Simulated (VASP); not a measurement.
Write the native input for VASP 6.6.1 that does the following.

- Task: single point
- Functional: PBE
- Potentials or basis: VASP PAW PBE potentials, release 64 (Si, C)
- Cutoff: 520 eV
- k mesh: 9 × 5 × 3
- Occupations: gaussian, width 0.05 eV
- Spin: no spin polarisation
- Dipole correction: no
- Further INCAR settings: LREAL = Auto; ALGO = Normal; EDIFF = 1e-07; NBANDS = 46

The structure of SiC lies in POSCAR:

```
SiC
1.0
    1.5458832036     -2.6775482513      0.0000000000
    0.0000000000      0.0000000000     -5.0740211774
   14.4714516448      8.3550965024      0.0000000000
Si C
8 8
Direct
    0.5000000000      0.9954364687      0.5341147666
    0.0000000000      0.9954364687      0.0534114766
    0.5000000000      0.9954364687      0.2136459066
    0.0000000000      0.9954364687      0.3738803366
    0.0000000000      0.4954364687      0.5875262433
    0.5000000000      0.4954364687      0.1068229534
    0.0000000000      0.4954364687      0.2670573833
    0.5000000000      0.4954364687      0.4272918133
    0.5000000000      0.6195635313      0.5341147666
    0.0000000000      0.6195635313      0.0534114766
    0.5000000000      0.6195635313      0.2136459066
    0.0000000000      0.6195635313      0.3738803366
    0.0000000000      0.1195635313      0.5875262433
    0.5000000000      0.1195635313      0.1068229534
    0.0000000000      0.1195635313      0.2670573833
    0.5000000000      0.1195635313      0.4272918133
```

This cell differs from its parent crystal: the distance across one plane changed.

The input as run:

INCAR

```
SYSTEM = SiC
ALGO     = Normal         ! electronic algorithm
EDIFF    = 1E-7           ! SCF threshold, eV
ENCUT    = 520            ! plane-wave cutoff, eV
GGA      = PE             ! functional
ISIF     = 2              ! what is computed and relaxed
ISMEAR   = 0              ! smearing method
LASPH    = .True.         ! aspherical terms in the spheres
LCHARG   = .False.        ! write CHGCAR
LREAL    = Auto         
LWAVE    = .False.        ! write WAVECAR
NBANDS   = 46             ! bands
NELM     = 80             ! most SCF steps
PREC     = Accurate       ! precision mode
SIGMA    = 0.05           ! smearing width, eV
```

KPOINTS

```
k-points
0
Gamma
  9 5 3
  0 0 0
```

Potentials or basis: VASP PAW PBE potentials, release 64 (Si, C).

Launch:

```bash
$ cat potpaw_PBE.64/Si/POTCAR potpaw_PBE.64/C/POTCAR > POTCAR
$ mpirun -np 1 vasp_std > vasp.out
```

It gave:

* Pressure: -2.5 GPa
* Largest force: 2.927 eV/Å
* Band gap on the k mesh: 0.52 eV (least direct gap 0.54 eV)

Caveat: the cell differs from its parent crystal (the distance across one plane changed); an odd mesh through Γ misses points on the zone boundary, where band edges can lie; forces of over 1 eV/Å act on the atoms, so gaps and moduli don't describe the material at rest.

It took 6.1 min on 1 thread of Intel(R) Xeon(R) Platinum 8488C (Sapphire Rapids) (shared host), peak memory 0.44 GiB.
